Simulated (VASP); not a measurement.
Input of a VASP 6.6.1 run:

File POSCAR:

```
Mg2C
1.0
    0.0000000000      2.7109426082      2.7109426082
    2.7109426082      0.0000000000      2.7109426082
    2.7109426082      2.7109426082      0.0000000000
C Mg
1 2
Direct
    0.0000000000      0.0000000000      0.0000000000
    0.2500000000      0.2500000000      0.2500000000
    0.7500000000      0.7500000000      0.7500000000
```

Contents of INCAR.step1:

```
SYSTEM = Mg2C
ALGO = Normal ; EDIFF = 1E-5
ENCUT = 520 ; GGA = PE
ISIF = 2 ; ISMEAR = 0
LASPH = .TRUE. ; LCHARG = .FALSE.
LREAL = .FALSE. ; LWAVE = .TRUE.
NBANDS = 11 ; NELM = 80
PREC = Accurate ; SIGMA = 0.01
```

INCAR.step2

```
SYSTEM = Mg2C
ALGO = Normal ; EDIFF = 1E-6
ENCUT = 520 ; GGA = PE
HFSCREEN = 0.2079 ; ISIF = 2
ISMEAR = 0 ; ISTART = 1
LASPH = .TRUE. ; LCHARG = .FALSE.
LHFCALC = .TRUE. ; LREAL = .FALSE.
LWAVE = .FALSE. ; NBANDS = 11
NELM = 80 ; PREC = Accurate
PRECFOCK = Normal ; SIGMA = 0.01
```

File KPOINTS:

```
k-points
0
G
  6 6 6
  0 0 0
```

Potentials or basis: VASP PAW PBE potentials, release 64 (C, Mg).

Launch:

```sh
$ cat potpaw_PBE.64/C/POTCAR potpaw_PBE.64/Mg/POTCAR > POTCAR
$ cp INCAR.step1 INCAR
$ mpirun -np 1 vasp_std > vasp.out
$ cp INCAR.step2 INCAR
$ mpirun -np 1 vasp_std > vasp.out
```

Predict the pressure.

-0.6 GPa.

What does it give for the band gap on the k mesh?

1.39 eV (least direct gap 2.30 eV).

Caveat: the structure was generated, so it needn't be the stable form of Mg2C; the PAW data sets were made with another functional, which shifts forces and pressure a little. A k mesh can miss the band edges.
